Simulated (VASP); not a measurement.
Here is a VASP 6.6.1 calculation.

Contents of INCAR:

```
  PREC = Accurate
  ENCUT = 520
  EDIFF = 1E-8
  ISMEAR = -1
  SIGMA = 0.03
  LREAL = False
  LASPH = True
  NELM = 60
  ALGO = Normal
  ISIF = 2
  LWAVE = False
  LCHARG = False
  LEFG = True
  NBANDS = 13
```

KPOINTS

```
regular mesh
0
Gamma
  12 12 12
```

The input POSCAR:

```
HfH2
1.0
   -1.7390000000      1.7390000000      2.2241100000
    1.7390000000     -1.7390000000      2.2241100000
    1.7390000000      1.7390000000     -2.2241100000
Hf H
1 2
Direct
    0.0000000000      0.0000000000      0.0000000000
    0.7500000000      0.2500000000      0.5000000000
    0.2500000000      0.7500000000      0.5000000000
```

Potentials or basis: VASP PAW LDA potentials, release 64 (Hf_pv, H).

The run is started by

```console
$ cat potpaw_LDA.64/Hf_pv/POTCAR potpaw_LDA.64/H/POTCAR > POTCAR
$ mpirun -np 1 vasp_std > vasp.out
```

Estimate the band gap on the k mesh.

zero (band 6 reaches 5.48 eV, above the bottom of band 7 at 4.60 eV).

Estimate the pressure.

-10.8 GPa.

Electric field gradients, principal values (V/Å²):
```csv
atom,least,middle,greatest (by size)
1 Hf,11.692,11.692,-23.383
2 H,-0.002,-0.003,0.005
3 H,-0.002,-0.003,0.005
```

Caveat: the cell differs from its parent crystal (zz strain of +2 %); without QUAD_EFG the Cq values of the log hold for a quadrupole moment of 1 mb, not for the nuclei; spin-orbit coupling is left out, which moves the levels of the heavy elements.
